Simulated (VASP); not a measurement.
Here is a VASP 6.6.1 calculation.

The input INCAR:

```
PREC     = Accurate       # precision mode
ENCUT    = 520            # plane-wave cutoff, eV
EDIFF    = 1E-7           # SCF threshold, eV
ISMEAR   = -1             # smearing method
SIGMA    = 0.1            # smearing width, eV
LREAL    = False          # projectors in reciprocal space
LASPH    = True           # aspherical terms in the spheres
NELM     = 60             # most SCF steps
ALGO     = Normal         # electronic algorithm
ISIF     = 2              # what is computed and relaxed
LWAVE    = False          # write WAVECAR
LCHARG   = True           # write CHGCAR
GGA      = PE             # functional
LELF     = True           # ELF
LVHAR    = True         
NBANDS   = 28             # bands
```

Contents of KPOINTS:

```
regular mesh
0
Gamma
  7 7 10
```

POSCAR

```
Sn
1.0
    5.0651330258      0.0000000000      0.0000000000
   -2.5325665129      4.3865338738      0.0000000000
    0.0000000000      0.0000000000      3.0541577442
Sn
3
Direct
    0.0000000000      0.0000000000      0.0000000000
    0.3333333333      0.6666666667      0.5000000000
    0.6666666667      0.3333333333      0.5000000000
```

Potentials or basis: VASP PAW PBE potentials, release 64 (Sn_d).

Launch:

```console
$ cat potpaw_PBE.64/Sn_d/POTCAR > POTCAR
$ mpirun -np 1 vasp_std > vasp.out
```

**Question.** Estimate the pressure.

**Answer.** 15.9 GPa.

**Question.** Estimate the band gap on the k mesh.

**Answer.** Zero (bands 21 and 22 overlap by 5.30 eV).

Caveat: the cell stands under pressure; spin-orbit coupling is left out, which moves the levels of the heavy elements.
